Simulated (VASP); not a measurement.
# CdF2 (Fm-3m) in VASP: settings compared, part 2 of 3

VASP 6.6.1.

## 4. Single point, PBE (13.72 Å³/atom)

This run uses another cell than the first one, of 13.72 Å³/atom.

Contents of INCAR:

```
PREC     = Accurate       # precision mode
ENCUT    = 520            # plane-wave cutoff, eV
EDIFF    = 1E-7           # SCF threshold, eV
ISMEAR   = 0              # smearing method
SIGMA    = 0.05           # smearing width, eV
LREAL    = False          # projectors in reciprocal space
LASPH    = True           # aspherical terms in the spheres
NELM     = 80             # most SCF steps
ALGO     = Normal         # electronic algorithm
ISIF     = 2              # what is computed and relaxed
LWAVE    = False          # write WAVECAR
LCHARG   = False          # write CHGCAR
GGA      = PE             # functional
NBANDS   = 20             # bands
```

Contents of KPOINTS:

```
regular mesh
0
Gamma
  6 6 6
```

Contents of POSCAR:

```
CdF2
1.0
    0.0000000000      2.7407274121      2.7407274121
    2.7407274121      0.0000000000      2.7407274121
    2.7407274121      2.7407274121      0.0000000000
Cd F
1 2
Direct
    0.0000000000      0.0000000000      0.0000000000
    0.2500000000      0.2500000000      0.2500000000
    0.7500000000      0.7500000000      0.7500000000
```

Potentials or basis: VASP PAW PBE potentials, release 64 (Cd, F).

On the command line:

```
$ cat potpaw_PBE.64/Cd/POTCAR potpaw_PBE.64/F/POTCAR > POTCAR
$ mpirun -np 1 vasp_std > vasp.out
```

OUTCAR:

```text
PREC = Accurate
   ENCUT = 520
   EDIFF = 1E-7
   ISMEAR = 0
   LREAL = False
   LASPH = True
   NELM = 80
   ISIF = 2
   GGA = PE

 ion  position               nearest neighbor table
   1  0.000  0.000  0.000-   3 2.37   3 2.37   3 2.37   2 2.37   3 2.37   2 2.37   2 2.37   2 2.37

   2  0.250  0.250  0.250-   1 2.37   1 2.37   1 2.37   1 2.37
   3  0.750  0.750  0.750-   1 2.37   1 2.37   1 2.37   1 2.37

  LATTYP: Found a face centered cubic cell.
 ALAT       =     5.4814548242

  Lattice vectors:

 A1 = (   0.0000000000,   2.7407274121,   2.7407274121)
 A2 = (   2.7407274121,   0.0000000000,   2.7407274121)
 A3 = (   2.7407274121,   2.7407274121,   0.0000000000)

Analysis of symmetry for initial positions (statically):
=====================================================================
 Subroutine PRICEL returns:
 Original cell was already a primitive cell.

 Routine SETGRP: Setting up the symmetry group for a
 face centered cubic supercell.

 Subroutine GETGRP returns: Found 48 space group operations
 (whereof 48 operations were pure point group operations)
 out of a pool of 48 trial point group operations.

The static configuration has the point symmetry O_h .

Analysis of symmetry for dynamics (positions and initial velocities):
=====================================================================
 Subroutine PRICEL returns:
 Original cell was already a primitive cell.

 Routine SETGRP: Setting up the symmetry group for a
 face centered cubic supercell.

 Subroutine GETGRP returns: Found 48 space group operations
 (whereof 48 operations were pure point group operations)
 out of a pool of 48 trial point group operations.

The dynamic configuration has the point symmetry O_h .

 Subroutine INISYM returns: Found 48 space group operations
 (whereof 48 operations are pure point group operations),
 and found     1 'primitive' translations

----------------------------------------------------------------------------------------

                                     Primitive cell

  volume of cell :      41.1744

  direct lattice vectors                    reciprocal lattice vectors
     0.000000000  2.740727412  2.740727412    -0.182433320  0.182433320  0.182433320
     2.740727412  0.000000000  2.740727412     0.182433320 -0.182433320  0.182433320
     2.740727412  2.740727412  0.000000000     0.182433320  0.182433320 -0.182433320

  length of vectors
     3.875973877  3.875973877  3.875973877     0.315983779  0.315983779  0.315983779

  position of ions in fractional coordinates (direct lattice)
     0.000000000  0.000000000  0.000000000
     0.250000000  0.250000000  0.250000000
     0.750000000  0.750000000  0.750000000

  ion indices of the primitive-cell ions
   primitive index   ion index
                 1           1
                 2           2
                 3           3

----------------------------------------------------------------------------------------

 KPOINTS: regular mesh

Automatic generation of k-mesh.
 Grid dimensions read from file:
 generate k-points for:    6    6    6

 Generating k-lattice:

  Cartesian coordinates                     Fractional coordinates (reciprocal lattice)
    -0.030405553  0.030405553  0.030405553     0.166666667  0.000000000  0.000000000
     0.030405553 -0.030405553  0.030405553     0.000000000  0.166666667  0.000000000
     0.030405553  0.030405553 -0.030405553     0.000000000  0.000000000  0.166666667

  Length of vectors
     0.052663963  0.052663963  0.052663963

  Shift w.r.t. Gamma in fractional coordinates (k-lattice)
     0.000000000  0.000000000  0.000000000

 Subroutine IBZKPT returns following result:
 ===========================================

 Found     16 irreducible k-points:

 Following reciprocal coordinates:
            Coordinates               Weight
  0.000000  0.000000  0.000000      1.000000
  0.166667  0.000000  0.000000      8.000000
  0.333333  0.000000  0.000000      8.000000
  0.500000  0.000000  0.000000      4.000000
  0.166667  0.166667  0.000000      6.000000
  0.333333  0.166667  0.000000     24.000000
[... 8 lines left out ...]
 -0.333333  0.333333  0.166667     24.000000
 -0.333333  0.500000  0.166667     12.000000
   k-points           NKPTS =     16   k-points in BZ     NKDIM =     16   number of bands    NBANDS=     20
   number of dos      NEDOS =    301   number of ions     NIONS =      3
   total plane-waves  NPLWV =  27000
   dimension x,y,z NGX =    30 NGY =   30 NGZ =   30
   dimension x,y,z NGXF=    60 NGYF=   60 NGZF=   60
   ions per type =               1   2
   NGX,Y,Z   is equivalent  to a cutoff of  12.87, 12.87, 12.87 a.u.
   NGXF,Y,Z  is equivalent  to a cutoff of  25.73, 25.73, 25.73 a.u.
 SYSTEM =  unknown system
   PREC   = accura    normal or accurate (medium, high low for compatibility)
   ISTART =      0    job   : 0-new  1-cont  2-samecut
   ICHARG =      2    charge: 1-file 2-atom 10-const
   ISPIN  =      1    spin polarized calculation?
   LNONCOLLINEAR =      F non collinear calculations
   LSORBIT =      F    spin-orbit coupling
   LASPH  =      T    aspherical Exc in radial PAW
   ENCUT  =  520.0 eV  38.22 Ry    6.18 a.u.   7.21  7.21  7.21*2*pi/ulx,y,z
   NELM   =     80;   NELMIN=  2; NELMDL= -5     # of ELM steps
   EDIFF  = 0.1E-06   stopping-criterion for ELM
   LREAL  =      F    real-space projection
   EDIFFG = 0.1E-05   stopping-criterion for IOM
   NSW    =      0    number of steps for IOM
   IBRION =     -1    ionic relax: 0-MD 1-quasi-New 2-CG
   NFREE  =      0    steps in history (QN), initial steepest desc. (CG)
   ISIF   =      2    stress and relaxation
   ISYM   =      2    0-nonsym 1-usesym 2-fastsym
   POTIM  = 0.5000    time-step for ionic-motion
   TEBEG  =    0.0;   TEEND  =   0.0 temperature during run
   PSTRESS=    0.0 pullay stress
   NELECT =      26.0000    total number of electrons
   NUPDOWN=      -1.0000    fix difference up-down
   EMIN   =  10.00;   EMAX   =-10.00  energy-range for DOS
   EFERMI =   0.00;   METHOD = LEGACY
   ISMEAR =     0;   SIGMA  =   0.05  broadening in eV -4-tet -1-fermi 0-gaus
   EFERMI_NEDOS =   21; number of points for ismear=-14 and -15
   IALGO  =     38    algorithm
   IMIX   =      4    mixing-type and parameters
     AMIX     =   0.40;   BMIX     =  1.00
     AMIX_MAG =   1.60;   BMIX_MAG =  1.00
  volume/ion in A,a.u.               =      13.72        92.62
  Fermi-wavevector in a.u.,A,eV,Ry     =   1.404505  2.654131 26.839337  1.972636
  Thomas-Fermi vector in A             =   2.527060
   LORBIT       =      0    0 simple, 1 ext, 2 COOP (PROOUT), +10 PAW based schemes
   GGA     = PE    functional components
   LHFCALC =     F    Hartree Fock is set to
   AEXX    =    0.0000 exact exchange contribution
   IVDW    =     0    specifies the selected vdW correction
   LEPSILON=     F    determine dielectric tensor
   LRPA    =     F    only Hartree local field effects (RPA)
 non-spin polarized calculation
 Gauss-broadening in eV      SIGMA  =   0.05
  energy-cutoff  :      520.00
  volume of cell :       41.17
 maximum number of plane-waves:      1125
 NGX is ok and might be reduce to    30
   NGX = 15   NGY = 15   NGZ = 15

 number of electron      25.9999995 magnetization

 Free energy of the ion-electron system (eV)
  ---------------------------------------------------
  ext. energy  EPLUGINS =         0.00000000
  ---------------------------------------------------
  free energy    TOTEN  =       -10.90530742 eV

  energy without entropy =      -10.90530742  energy(sigma->0) =      -10.90530742

 E-fermi :  -1.3775     XC(G=0): -10.1344

 val. band max:       -1.7023382298   @ k =  -0.3333   0.5000   0.1667
 cond. band min:       1.2013741582   @ k =   0.0000   0.0000   0.0000
 fundamental gap:      2.9037123879
 Fermi energy:        -1.3775398212

 k-point     1 :       0.0000    0.0000    0.0000
  band No.  band energies     occupation
      1     -22.2162      2.00000
      2     -21.2486      2.00000
      3      -7.1649      2.00000
      4      -7.1649      2.00000
      5      -7.1649      2.00000
      6      -6.1702      2.00000
[... 12 lines left out ...]
     19      17.8386      0.00000
     20      17.8386      0.00000
[... 323 lines left out ...]
 k-point    16 :      -0.3333    0.5000    0.1667
  band No.  band energies     occupation
      1     -21.7526      2.00000
      2     -21.6332      2.00000
      3      -6.7393      2.00000
      4      -6.3613      2.00000
      5      -6.3047      2.00000
      6      -6.2261      2.00000
[... 12 lines left out ...]
     19      18.1540      0.00000
     20      18.5369      0.00000

------------------------ aborting loop because EDIFF is reached ----------------------------------------

  FORCE on cell =-STRESS in cart. coord.  units (eV):
  Direction    XX          YY          ZZ          XY          YZ          ZX
  --------------------------------------------------------------------------------------
  -------------------------------------------------------------------------------------
  Total        0.1349725      0.1349725      0.1349725     -0.0000000     -0.0000000      0.0000000
  in kB        5.2520449      5.2520449      5.2520449     -0.0000000     -0.0000000      0.0000000
  external PRESSURE =       5.2520449 kB  Pullay stress =       0.0000000 kB

 VOLUME and BASIS-vectors are now :
 -----------------------------------------------------------------------------
  energy-cutoff  :      520.00
  volume of cell :       41.17
      direct lattice vectors                 reciprocal lattice vectors
     0.000000000  2.740727412  2.740727412    -0.182433320  0.182433320  0.182433320
     2.740727412  0.000000000  2.740727412     0.182433320 -0.182433320  0.182433320
     2.740727412  2.740727412  0.000000000     0.182433320  0.182433320 -0.182433320

 POSITION                                       TOTAL-FORCE (eV/Angst)
 -----------------------------------------------------------------------------------
      0.00000      0.00000      0.00000         0.000000     -0.000000     -0.000000
      1.37036      1.37036      1.37036        -0.000000     -0.000000      0.000000
      4.11109      4.11109      4.11109         0.000000      0.000000     -0.000000
 -----------------------------------------------------------------------------------
    total drift:                                0.000000     -0.000000      0.000000

  FREE ENERGIE OF THE ION-ELECTRON SYSTEM (eV)
  ---------------------------------------------------
  free  energy   TOTEN  =       -10.9053074199 eV

  energy  without entropy=      -10.9053074199  energy(sigma->0) =      -10.90530742
```

Run time: 8.2 s. Hardware: 1 thread of Intel Xeon 6975P-C (Granite Rapids), shared host; peak memory 0.16 GiB.

Results:

```yaml
Free_energy: -10.9053 eV
Pressure: 0.5 GPa
Band_gap_on_the_k_mesh: 2.90 eV (least direct gap 3.44 eV)
```

Levels at points of the mesh, in eV from the valence-band top:
```tsv
k point	band 9	band 10	band 11	band 12	band 13	band 14	band 15	band 16	band 17	band 18
(0.00, 0.00, 0.00)	-0.83	-0.83	-0.54	-0.54	-0.54	2.90	12.47	12.47	12.47	17.19
(0.50, 0.00, 0.00)	-2.04	-1.64	-1.64	-0.41	-0.41	6.80	9.00	14.06	14.06	17.84
(0.50, 0.50, 0.00)	-2.68	-2.68	-0.39	-0.06	-0.06	7.60	9.39	11.83	13.84	13.84
```

A k mesh can miss the band edges. Expect the measured gap to be larger: semilocal functionals such as PBE lack the derivative discontinuity.

## 5. Single point, r2SCAN (13.04 Å³/atom)

This run uses another cell than the first one, of 13.04 Å³/atom.

Contents of POSCAR:

```
CdF2
1.0
    0.0000000000      2.6940984906      2.6940984906
    2.6940984906      0.0000000000      2.6940984906
    2.6940984906      2.6940984906      0.0000000000
Cd F
1 2
Direct
    0.0000000000      0.0000000000      0.0000000000
    0.2500000000      0.2500000000      0.2500000000
    0.7500000000      0.7500000000      0.7500000000
```

Contents of INCAR.step1:

```
SYSTEM = CdF2
ALGO = Normal ; EDIFF = 1E-4
ENCUT = 520 ; GGA = PE
ISMEAR = 0 ; LASPH = .True.
LCHARG = .False. ; LREAL = .False.
LWAVE = .True. ; NBANDS = 20
NELM = 100 ; PREC = Accurate
SIGMA = 0.05
```

Contents of INCAR.step2:

```
SYSTEM = CdF2
ALGO = Normal ; EDIFF = 1E-6
ENCUT = 520 ; ISIF = 2
ISMEAR = 0 ; ISTART = 1
LASPH = .True. ; LCHARG = .False.
LMIXTAU = .True. ; LREAL = .False.
LWAVE = .False. ; METAGGA = R2SCAN
NBANDS = 20 ; NELM = 100
PREC = Accurate ; SIGMA = 0.05
```

Contents of KPOINTS:

```
k-points
0
Gamma
  8 8 8
  0 0 0
```

On the command line:

```
$ cat potpaw_PBE.64/Cd/POTCAR potpaw_PBE.64/F/POTCAR > POTCAR
$ cp INCAR.step1 INCAR
$ mpirun -np 1 vasp_std > vasp.out
$ cp INCAR.step2 INCAR
$ mpirun -np 1 vasp_std > vasp.out
```

Wall time 35 s (1 thread of Intel Xeon 6975P-C (Granite Rapids), shared host); peak memory 0.17 GiB.

Results (log left out):

```yaml
Free_energy: -33.7193 eV
Pressure: 1.0 GPa
Band_gap_on_the_k_mesh: 3.75 eV (least direct gap 4.25 eV)
```

Levels at points of the mesh, in eV from the valence-band top:
| k point | band 11 | band 12 | band 13 | band 14 | band 15 | band 16 |
| --- | --- | --- | --- | --- | --- | --- |
| (0.00, 0.00, 0.00) | -0.50 | -0.50 | -0.50 | 3.75 | 13.61 | 13.61 |
| (0.50, 0.00, 0.00) | -1.85 | -0.40 | -0.40 | 7.99 | 9.70 | 15.59 |
| (0.50, 0.50, 0.00) | -0.51 | -0.09 | -0.09 | 8.88 | 10.54 | 12.18 |

Caveat: the PAW data sets were made with another functional, which shifts forces and pressure a little.

[end of part 2 of 3]
